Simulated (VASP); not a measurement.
Wanted: the native input for a VASP 6.6.1 run.

- Task: single point
- Functional: PBE
- Dispersion: D3(BJ)
- Potentials or basis: VASP PAW PBE potentials, release 64 (Mo_sv, S)
- Cutoff: 520 eV
- k mesh: 3 × 3 × 3
- Occupations: gaussian, width 0.1 eV
- Spin: no spin polarisation
- Dipole correction: no
- Further INCAR settings: LREAL = Auto; ALGO = Normal; EDIFF = 1e-06; NBANDS = 100; ISYM = 0

The structure of Mo7S12 lies in POSCAR:

```
Mo7S12
1.0
    1.5261401317      4.5453185931     -6.1545538857
    3.0094765755     -3.6179849679     -6.1513165524
   -4.6935535555     -0.9522020144     -6.2173633039
Mo S
7 12
Direct
    0.4638511566      0.8184143793      0.7302713449
    0.7011084161      0.4376715617      0.8305699798
    0.1510497313      0.3184404875      0.5186897410
    0.8600899448      0.7088417866      0.4438795673
    0.2651449729      0.5987217011      0.1246732430
    0.5778371299      0.1153273362      0.2958549492
    0.9724368013      0.9849118896      0.0350222725
    0.6709664132      0.0997941732      0.9647530964
    0.9480389413      0.6688671143      0.1171034520
    0.3814483589      0.5224982809      0.8196268735
    0.1242719764      0.9767782223      0.6941686437
    0.5306179745      0.8061017841      0.4037998517
    0.8201427718      0.3786864988      0.5323026532
    0.2550719792      0.2477316079      0.2335940024
    0.2002575786      0.6229754422      0.4474536763
    0.4567025584      0.1872927085      0.6004667237
    0.8904303442      0.0619662684      0.3220857314
    0.3115371027      0.9231033335      0.0205211973
    0.7783670195      0.7213100885      0.7810783155
```

This cell differs from its parent crystal: atoms taken out, then relaxed in part.

One way to write it, as run:

INCAR

```
SYSTEM = Mo7S12
PREC     = Accurate       ! precision mode
ENCUT    = 520            ! plane-wave cutoff, eV
EDIFF    = 1E-6           ! SCF threshold, eV
ISMEAR   = 0              ! smearing method
SIGMA    = 0.1            ! smearing width, eV
LREAL    = Auto         
LASPH    = .True.         ! aspherical terms in the spheres
NELM     = 100            ! most SCF steps
ALGO     = Normal         ! electronic algorithm
ISIF     = 2              ! what is computed and relaxed
LWAVE    = .False.        ! write WAVECAR
LCHARG   = .False.        ! write CHGCAR
GGA      = PE             ! functional
IVDW     = 12             ! dispersion correction
ISYM     = 0            
NBANDS   = 100            ! bands
```

KPOINTS

```
regular mesh
0
Gamma
  3 3 3
  0 0 0
```

Potentials or basis: VASP PAW PBE potentials, release 64 (Mo_sv, S).

Command:

```console
$ cat potpaw_PBE.64/Mo_sv/POTCAR potpaw_PBE.64/S/POTCAR > POTCAR
$ mpirun -np 1 vasp_std > vasp.out
```

It gave:

```yaml
Pressure: -0.1 GPa
Largest_force: 0.040 eV/Å
Band_gap_on_the_k_mesh: zero (filled and empty bands touch)
Dispersion_energy_per_atom: -0.402 eV
```

Caveat: the cell differs from its parent crystal (atoms taken out, then relaxed in part).

Run time: 12 min on 1 thread of Intel(R) Xeon(R) Platinum 8488C (Sapphire Rapids), with other jobs on the host, peak memory 0.65 GiB.
